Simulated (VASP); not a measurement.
Wanted: the native input for a VASP 6.6.1 run.

* Task: single point
* Functional: PBEsol
* Potentials or basis: VASP PAW PBE potentials, release 64 (In_d, Se)
* Cutoff: 520 eV
* k mesh: 6 × 6 × 6
* Occupations: fermi-dirac, width 0.05 eV
* Spin: no spin polarisation
* Dipole correction: no
* Further INCAR settings: ALGO = Normal; EDIFF = 1e-07; NBANDS = 30

The structure of In3Se lies in POSCAR:

```
In3Se
1.0
    4.2985333547      0.0000000000      0.0000000000
    0.0000000000      4.2985333547      0.0000000000
    0.0000000000      0.0000000000      4.2985333547
In Se
3 1
Direct
    0.5000000000      0.5000000000      0.0000000000
    0.5000000000      0.0000000000      0.5000000000
    0.0000000000      0.5000000000      0.5000000000
    0.0000000000      0.0000000000      0.0000000000
```

One way to write it, as run:

INCAR

```
ALGO = Normal
EDIFF = 1E-7
ENCUT = 520
GGA = PS
ISIF = 2
ISMEAR = -1
LASPH = True
LCHARG = False
LREAL = False
LWAVE = False
NBANDS = 30
NELM = 100
PREC = Accurate
SIGMA = 0.05
```

KPOINTS

```
k-points
0
Gamma
  6 6 6
```

Potentials or basis: VASP PAW PBE potentials, release 64 (In_d, Se).

Run with:

```sh
$ cat potpaw_PBE.64/In_d/POTCAR potpaw_PBE.64/Se/POTCAR > POTCAR
$ mpirun -np 1 vasp_std > vasp.out
```

It gave:

The pressure is 20.1 GPa. The band gap on the k mesh is zero (an odd number of electrons rules out a gap without spin polarisation).

Caveat: the cell stands under pressure; the PAW data sets were made with another functional, which shifts forces and pressure a little; spin-orbit coupling is left out, which moves the levels of the heavy elements.

Wall time 14 s on 1 thread of Intel(R) Xeon(R) 6975P-C (Granite Rapids), with other jobs on the host, peak memory 0.19 GiB.
